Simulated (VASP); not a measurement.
# Co (Fm-3m) in VASP: a series of runs, part 2 of 2

VASP 6.6.1.

## Step 5: Single point, revPBE, collinear spin, ferromagnetic start (volume scaled by 1.04)

INCAR

```
  ALGO = Normal
  EDIFF = 1E-6
  ENCUT = 520
  GGA = RE
  ISIF = 2
  ISMEAR = -1
  ISPIN = 2
  LASPH = T
  LCHARG = F
  LMAXMIX = 4
  LORBIT = 11
  LREAL = F
  LWAVE = F
  MAGMOM = 1.757
  NBANDS = 14
  NELM = 150
  PREC = Accurate
  SIGMA = 0.05
```

KPOINTS

```
k-points
0
Gamma
  17 17 17
```

POSCAR

```
Co
1.0
    0.0000000000      1.7957859843      1.7957859843
    1.7957859843      0.0000000000      1.7957859843
    1.7957859843      1.7957859843      0.0000000000
Co
1
Direct
    0.0000000000      0.0000000000      0.0000000000
```

Launch:

```bash
$ cat potpaw_PBE.64/Co/POTCAR > POTCAR
$ mpirun -np 1 vasp_std > vasp.out
```

Wall time 52 s (1 thread of Intel Xeon Platinum 8259CL at 2.50GHz (Skylake/Cascade Lake), shared host); peak memory 0.16 GiB.

It converged, with:

| Item | Value |
| --- | --- |
| Free energy | -6.6043 eV |
| Pressure | -7.5 GPa |
| Net moment | 1.69 μB per cell |
| Site moments | Co +1.72 μB |
| Valence electrons inside the program's atomic spheres | Co 8.15 |

Levels at points of the mesh, in eV from the Fermi level:
Spin up:
| k point | band 1 | band 2 | band 3 | band 4 | band 5 | band 6 | band 7 | band 8 | band 9 | band 10 |
| --- | --- | --- | --- | --- | --- | --- | --- | --- | --- | --- |
| (0.00, 0.00, 0.00) | -8.65 | -2.69 | -2.69 | -2.69 | -1.79 | -1.79 | 22.46 | 26.33 | 26.33 | 26.33 |
Spin down:
| k point | band 1 | band 2 | band 3 | band 4 | band 5 | band 6 | band 7 | band 8 |
| --- | --- | --- | --- | --- | --- | --- | --- | --- |
| (0.00, 0.00, 0.00) | -8.68 | -1.05 | -1.05 | -1.05 | 0.32 | 0.32 | 22.04 | 26.46 |

Caveat: the PAW data sets were made with another functional, which shifts forces and pressure a little.

## Step 6: Single point, revPBE, collinear spin, ferromagnetic start (volume scaled by 1.08)

INCAR

```
  PREC = Accurate
  ENCUT = 520
  EDIFF = 1E-7
  ISMEAR = -1
  SIGMA = 0.05
  LREAL = F
  LASPH = T
  NELM = 150
  ALGO = Normal
  ISIF = 2
  LWAVE = F
  LCHARG = F
  ISPIN = 2
  MAGMOM = 1.757
  LORBIT = 11
  LMAXMIX = 4
  GGA = RE
  NBANDS = 14
```

KPOINTS

```
Automatic mesh
0
Gamma
  17 17 17
```

POSCAR

```
Co
1.0
    0.0000000000      1.8185198659      1.8185198659
    1.8185198659      0.0000000000      1.8185198659
    1.8185198659      1.8185198659      0.0000000000
Co
1
Direct
    0.0000000000      0.0000000000      0.0000000000
```

Potentials or basis: VASP PAW PBE potentials, release 64 (Co).

Launch:

```bash
$ cat potpaw_PBE.64/Co/POTCAR > POTCAR
$ mpirun -np 1 vasp_std > vasp.out
```

OUTCAR:

```text
PREC = Accurate
   ENCUT = 520
   EDIFF = 1E-7
   ISMEAR = -1
   LREAL = F
   LASPH = T
   NELM = 150
   ISIF = 2
   ISPIN = 2
   LORBIT = 11
   GGA = RE

 ion  position               nearest neighbor table
   1  0.000  0.000  0.000-

  LATTYP: Found a face centered cubic cell.
 ALAT       =     3.6370397318

  Lattice vectors:

 A1 = (   0.0000000000,   1.8185198659,   1.8185198659)
 A2 = (   1.8185198659,   0.0000000000,   1.8185198659)
 A3 = (   1.8185198659,   1.8185198659,   0.0000000000)

Analysis of symmetry for initial positions (statically):
[... 1020 lines left out ...]
  -------------------------------------------------------------------------------------
  Total       -0.9701445     -0.9701445     -0.9701445     -0.0000000     -0.0000000      0.0000000
  in kB     -129.2298603   -129.2298603   -129.2298603     -0.0000000     -0.0000000      0.0000000
  external PRESSURE =    -129.2298603 kB  Pullay stress =       0.0000000 kB

 VOLUME and BASIS-vectors are now :
 -----------------------------------------------------------------------------
  energy-cutoff  :      520.00
  volume of cell :       12.03
      direct lattice vectors                 reciprocal lattice vectors
     0.000000000  1.818519866  1.818519866    -0.274948880  0.274948880  0.274948880
     1.818519866  0.000000000  1.818519866     0.274948880 -0.274948880  0.274948880
     1.818519866  1.818519866  0.000000000     0.274948880  0.274948880 -0.274948880

 POSITION                                       TOTAL-FORCE (eV/Angst)
 -----------------------------------------------------------------------------------
      0.00000      0.00000      0.00000         0.000000      0.000000     -0.000000
 -----------------------------------------------------------------------------------
    total drift:                                0.000000     -0.000000      0.000000

  FREE ENERGIE OF THE ION-ELECTRON SYSTEM (eV)
  ---------------------------------------------------
  free  energy   TOTEN  =        -6.5755916610 eV

  energy  without entropy=       -6.5648144149  energy(sigma->0) =       -6.57020304

 total charge

# of ion       s       p       d       tot
------------------------------------------
    1        0.451   0.443   7.196   8.089

 magnetization (x)

# of ion       s       p       d       tot
------------------------------------------
    1       -0.012  -0.049   1.809   1.748
```

OSZICAR:

```text
N       E                     dE             d eps       ncg     rms          rms(c)
DAV:   1     0.282086602464E+02    0.28209E+02   -0.37325E+03  9574   0.734E+02
DAV:   2    -0.628936468701E+01   -0.34498E+02   -0.32039E+02 10104   0.145E+02
DAV:   3    -0.754838844199E+01   -0.12590E+01   -0.12485E+01 11508   0.289E+01
DAV:   4    -0.755888203964E+01   -0.10494E-01   -0.10491E-01 11356   0.245E+00
DAV:   5    -0.755908258617E+01   -0.20055E-03   -0.20054E-03 12274   0.308E-01    0.955E+00
DAV:   6    -0.684690881775E+01    0.71217E+00   -0.14266E+01 12930   0.407E+01    0.546E+00
DAV:   7    -0.658861539660E+01    0.25829E+00   -0.19892E+00 11754   0.139E+01    0.250E+00
DAV:   8    -0.658203200356E+01    0.65834E-02   -0.18320E-02 11990   0.872E-01    0.121E+00
DAV:   9    -0.657554459933E+01    0.64874E-02   -0.96324E-03 13452   0.719E-01    0.330E-01
DAV:  10    -0.657556911542E+01   -0.24516E-04   -0.26340E-03 12666   0.330E-01    0.117E-01
DAV:  11    -0.657558636348E+01   -0.17248E-04   -0.89807E-05 11444   0.904E-02    0.611E-02
DAV:  12    -0.657558978586E+01   -0.34224E-05   -0.52032E-06 12960   0.226E-02    0.307E-02
DAV:  13    -0.657559135801E+01   -0.15722E-05   -0.62323E-06 12408   0.147E-02    0.399E-03
DAV:  14    -0.657559166888E+01   -0.31086E-06   -0.13678E-07  9242   0.329E-03    0.595E-04
DAV:  15    -0.657559166096E+01    0.79175E-08   -0.11294E-08  6528   0.998E-04
   1 F= -.65755917E+01 E0= -.65702030E+01  d E =-.107772E-01  mag=     1.7084
```

Wall time 53 s (1 thread of Intel Xeon Platinum 8259CL at 2.50GHz (Skylake/Cascade Lake), shared host); peak memory 0.16 GiB.

Results:

```yaml
Free_energy: -6.5756 eV
Pressure: -12.9 GPa
Net_moment: 1.71 μB per cell
Site_moments: Co +1.75 μB
Valence_electrons_inside_the_program's_atomic_spheres: Co 8.09
```

Levels at points of the mesh, in eV from the Fermi level:
Spin up:
```tsv
k point	band 3	band 4	band 5	band 6	band 7	band 8
(0.00, 0.00, 0.00)	-2.65	-2.65	-1.83	-1.83	22.13	25.72
```
Spin down:
| k point | band 2 | band 3 | band 4 | band 5 | band 6 | band 7 |
| --- | --- | --- | --- | --- | --- | --- |
| (0.00, 0.00, 0.00) | -1.00 | -1.00 | -1.00 | 0.32 | 0.32 | 21.70 |

Caveat: the PAW data sets were made with another functional, which shifts forces and pressure a little.

## Step 7: The runs side by side

```tsv
cell	gap on the mesh (eV)	pressure (GPa)	moment (μB)
a = 2.438 Å, angles 60.0°, 1 atom	none	19.5	1.63
a = 2.473 Å, angles 60.0°, 1 atom	none	8.5	1.66
a = 2.507 Å, angles 60.0°, 1 atom	none	-0.4	1.67
a = 2.540 Å, angles 60.0°, 1 atom	none	-7.5	1.69
a = 2.572 Å, angles 60.0°, 1 atom	none	-12.9	1.71
```

Alike in all rows: task single point; level revPBE; potentials or basis VASP PAW PBE potentials, release 64 (Co); spin collinear, ferromagnetic start; k mesh 17 × 17 × 17; cutoff (eV) 520; smearing fermi-dirac 0.05 eV.

Caveats: the PAW data sets were made with another functional, which shifts forces and pressure a little.

Absolute energies hang on the potentials; compare differences alone.
